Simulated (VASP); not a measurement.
Wanted: the native input for a VASP 6.6.1 run.

```yaml
Task: single point
Functional: r2SCAN
Potentials_or_basis: VASP PAW PBE potentials, release 64 (Cd, Se)
Cutoff: 520 eV
k_mesh: 6 × 6 × 4
Occupations: gaussian, width 0.05 eV
Spin: no spin polarisation
Dipole_correction: no
Further_INCAR_settings: ALGO = Normal; EDIFF = 1e-07; NBANDS = 26
```

Crystal: CdSe.

```xyz
4
Lattice="4.5134 0.0000 0.0000 -2.2567 3.9087 0.0000 0.0000 0.0000 7.3660" Properties=species:S:1:pos:R:3 pbc="T T T"
Cd    2.2567    1.3029    0.0000
Cd    0.0000    2.6058    3.6830
Se    2.2567    1.3029    2.7622
Se    0.0000    2.6058    6.4452
```

This cell differs from its parent crystal: strain +0.050 along x and y, +0.050 along z.

The input as run:

POSCAR

```
CdSe
1.0
    4.5134249099      0.0000000000      0.0000000000
   -2.2567124550      3.9087406301      0.0000000000
    0.0000000000      0.0000000000      7.3659600000
Cd Se
2 2
Direct
    0.6666666667      0.3333333333      0.0000000000
    0.3333333333      0.6666666667      0.5000000000
    0.6666666667      0.3333333333      0.3750000000
    0.3333333333      0.6666666667      0.8750000000
```

INCAR.step1

```
SYSTEM = CdSe
PREC     = Accurate       ! precision mode
ENCUT    = 520            ! plane-wave cutoff, eV
ISMEAR   = 0              ! smearing method
SIGMA    = 0.05           ! smearing width, eV
LREAL    = .FALSE.        ! projectors in reciprocal space
LASPH    = .TRUE.         ! aspherical terms in the spheres
NELM     = 100            ! most SCF steps
NBANDS   = 26             ! bands
GGA      = PE             ! functional
ALGO     = Normal         ! electronic algorithm
EDIFF    = 1E-4           ! SCF threshold, eV
LWAVE    = .TRUE.         ! write WAVECAR
LCHARG   = .FALSE.        ! write CHGCAR
```

INCAR.step2

```
SYSTEM = CdSe
PREC     = Accurate       ! precision mode
ENCUT    = 520            ! plane-wave cutoff, eV
EDIFF    = 1E-7           ! SCF threshold, eV
ISMEAR   = 0              ! smearing method
SIGMA    = 0.05           ! smearing width, eV
LREAL    = .FALSE.        ! projectors in reciprocal space
LASPH    = .TRUE.         ! aspherical terms in the spheres
NELM     = 100            ! most SCF steps
ALGO     = Normal         ! electronic algorithm
ISIF     = 2              ! what is computed and relaxed
LWAVE    = .FALSE.        ! write WAVECAR
LCHARG   = .TRUE.         ! write CHGCAR
METAGGA  = R2SCAN         ! meta-GGA
LMIXTAU  = .TRUE.       
LELF     = .TRUE.         ! ELF
LVHAR    = .TRUE.       
NBANDS   = 26             ! bands
ISTART   = 1
```

KPOINTS

```
Automatic mesh
0
G
  6 6 4
  0 0 0
```

Potentials or basis: VASP PAW PBE potentials, release 64 (Cd, Se).

Run with:

```console
$ cat potpaw_PBE.64/Cd/POTCAR potpaw_PBE.64/Se/POTCAR > POTCAR
$ cp INCAR.step1 INCAR
$ mpirun -np 1 vasp_std > vasp.out
$ cp INCAR.step2 INCAR
$ mpirun -np 1 vasp_std > vasp.out
```

Results of the run:

```json
{
 "Pressure": "-4.5 GPa",
 "Largest force": "0.024 eV/Å",
 "Band gap on the k mesh": "0.80 eV"
}
```

Caveat: the cell differs from its parent crystal (strain +0.050 along x and y, +0.050 along z); the cell stands under tension; the PAW data sets were made with another functional, which shifts forces and pressure a little.

It took 5.4 min on 1 thread of Intel Xeon 8259CL, with other jobs on the host, peak memory 0.32 GiB.
